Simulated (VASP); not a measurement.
Au: density of states with PBEsol

Au:

```
CELL_PARAMETERS angstrom
2.69404 0.00000 0.00000
0.00000 2.69404 0.00000
0.00000 0.00000 2.69404
ATOMIC_POSITIONS crystal
Au 0.00000 0.00000 0.00000
```

* Program: VASP 6.6.1
* Task: density of states
* Functional: PBEsol
* Potentials or basis: VASP PAW PBE potentials, release 64 (Au)
* Cutoff: 520 eV
* k mesh: 14 × 14 × 14
* Occupations: fermi-dirac, width 0.08 eV
* Spin: no spin polarisation
* Dipole correction: no
* k mesh for the DOS: 21 × 21 × 21
* Occupations for the DOS: tetrahedron
* Further INCAR settings: ALGO = Normal; EDIFF = 1e-06; NBANDS = 12

The valence electrons inside the program's atomic spheres are Au 9.67.

Levels at points of the mesh, in eV from the Fermi level:
```tsv
k point	band 4	band 5	band 6	band 7	band 8	band 9
(0.00, 0.00, 0.00)	-1.30	-1.30	-1.30	14.24	14.24	14.24
```

It took 49 s on 1 thread of AMD EPYC 7R13, with other jobs on the host, peak memory 0.15 GiB.

Caveat: spin-orbit coupling is left out, which moves the levels of the heavy elements.
